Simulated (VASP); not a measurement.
A run of VASP 6.6.1:

File POSCAR:

```
Os
1.0
    4.8769404832      0.0000000000      0.0000000000
    0.0000000000      4.8769404832      0.0000000000
    0.0000000000      0.0000000000      4.8769404832
Os
8
Direct
    0.5000000000      0.5000000000      0.5000000000
    0.0000000000      0.0000000000      0.0000000000
    0.2500000000      0.0000000000      0.5000000000
    0.5000000000      0.2500000000      0.0000000000
    0.5000000000      0.7500000000      0.0000000000
    0.7500000000      0.0000000000      0.5000000000
    0.0000000000      0.5000000000      0.7500000000
    0.0000000000      0.5000000000      0.2500000000
```

INCAR.step1

```
ALGO = Normal ; EDIFF = 1E-4
ENCUT = 520 ; GGA = PE
ISMEAR = 0 ; LASPH = True
LCHARG = False ; LREAL = False
LWAVE = True ; NBANDS = 42
NELM = 80 ; PREC = Accurate
SIGMA = 0.1
```

Contents of INCAR.step2:

```
ALGO = Normal ; EDIFF = 1E-7
ENCUT = 520 ; ISIF = 2
ISMEAR = 0 ; ISTART = 1
LASPH = True ; LCHARG = False
LMIXTAU = True ; LREAL = False
LWAVE = False ; METAGGA = R2SCAN
NBANDS = 42 ; NELM = 80
PREC = Accurate ; SIGMA = 0.1
```

File KPOINTS:

```
k-points
0
Gamma
  8 8 8
```

Potentials or basis: VASP PAW PBE potentials, release 64 (Os).

Launch:

```bash
$ cat potpaw_PBE.64/Os/POTCAR > POTCAR
$ cp INCAR.step1 INCAR
$ mpirun -np 1 vasp_std > vasp.out
$ cp INCAR.step2 INCAR
$ mpirun -np 1 vasp_std > vasp.out
```

Hardware: 1 thread of Intel Xeon 8259CL, on a shared host.

Task: How long does it take, and how much memory?

Result: Run time: 13 min on 1 thread of Intel Xeon 8259CL, on a shared host, peak memory 0.29 GiB. Counts: k points 35.
